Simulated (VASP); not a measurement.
Here is a VASP 6.6.1 calculation.

The input POSCAR:

```
C
1.0
    0.0000000000      1.7623229011      1.7623229011
    1.7623229011      0.0000000000      1.7623229011
    1.7623229011      1.7623229011      0.0000000000
C
2
Direct
    0.0000000000      0.0000000000      0.0000000000
    0.2500000000      0.2500000000      0.2500000000
```

The input INCAR.step1:

```
PREC = Accurate ; ENCUT = 520
EDIFF = 1E-5 ; ISMEAR = 0
SIGMA = 0.01 ; LREAL = False
LASPH = True ; NELM = 60
ALGO = Normal ; ISIF = 2
LWAVE = True ; LCHARG = False
GGA = PE ; NBANDS = 11
```

The input INCAR.step2:

```
PREC = Accurate ; ENCUT = 520
EDIFF = 1E-7 ; ISMEAR = 0
SIGMA = 0.01 ; LREAL = False
LASPH = True ; NELM = 60
ALGO = Normal ; ISIF = 2
LWAVE = False ; LCHARG = False
GGA = PE ; LHFCALC = True
HFSCREEN = 0.2079 ; PRECFOCK = Normal
ISTART = 1 ; NBANDS = 11
```

Contents of KPOINTS:

```
regular mesh
0
Gamma
  8 8 8
```

Potentials or basis: VASP PAW PBE potentials, release 64 (C).

Launch:

```sh
$ cat potpaw_PBE.64/C/POTCAR > POTCAR
$ cp INCAR.step1 INCAR
$ mpirun -np 1 vasp_std > vasp.out
$ cp INCAR.step2 INCAR
$ mpirun -np 1 vasp_std > vasp.out
```

Q: Predict the band gap on the k mesh.

A: 5.37 eV, indirect (least direct gap 7.08 eV).

Q: Estimate the pressure.

A: 9.6 GPa.

Caveat: the cell differs from its parent crystal (strain -1.0%); the PAW data sets were made with another functional, which shifts forces and pressure a little. A k mesh can miss the band edges.
